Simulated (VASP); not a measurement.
Write the native input for VASP 6.6.1 that does the following.

| Quantity | Value |
| --- | --- |
| Task | single point |
| Functional | PBE |
| Potentials or basis | VASP PAW PBE potentials, release 64 (Al, P) |
| Cutoff | 520 eV |
| k mesh | 12 × 12 × 4 |
| Occupations | gaussian, width 0.1 eV |
| Spin | no spin polarisation |
| Dipole correction | no |
| Further INCAR settings | ALGO = Normal; EDIFF = 1e-06; NBANDS = 22 |

The structure of Al5P2 lies in POSCAR:

```
Al5P2
1.0
    3.5630091057      0.0000000000      0.0000000000
   -1.7815045528      3.0856563995      0.0000000000
    0.0000000000      0.0000000000     12.1274246339
Al P
5 2
Direct
    0.0000000000      0.0000000000      0.8928250178
    0.3333333333      0.6666666667      0.6585479437
    0.0000000000      0.0000000000      0.1071749822
    0.6666666667      0.3333333333      0.3414520563
    0.0000000000      0.0000000000      0.5000000000
    0.6666666667      0.3333333333      0.7868975627
    0.3333333333      0.6666666667      0.2131024373
```

One way to write it, as run:

INCAR

```
SYSTEM = Al5P2
  ALGO = Normal
  EDIFF = 1E-6
  ENCUT = 520
  GGA = PE
  ISIF = 2
  ISMEAR = 0
  LASPH = .TRUE.
  LCHARG = .TRUE.
  LELF = .TRUE.
  LREAL = .FALSE.
  LVHAR = .TRUE.
  LWAVE = .FALSE.
  NBANDS = 22
  NELM = 80
  PREC = Accurate
  SIGMA = 0.1
```

KPOINTS

```
k-points
0
G
  12 12 4
  0 0 0
```

Potentials or basis: VASP PAW PBE potentials, release 64 (Al, P).

The run is started by

```sh
$ cat potpaw_PBE.64/Al/POTCAR potpaw_PBE.64/P/POTCAR > POTCAR
$ mpirun -np 1 vasp_std > vasp.out
```

Results of the run:

| Item | Value |
| --- | --- |
| Pressure | -0.1 GPa |
| Largest force | 0.006 eV/Å |
| Band gap on the k mesh | zero (an odd number of electrons rules out a gap without spin polarisation) |

Run time: 2.2 min on 1 thread of Intel(R) Xeon(R) Platinum 8488C (Sapphire Rapids) (shared host), peak memory 0.34 GiB.
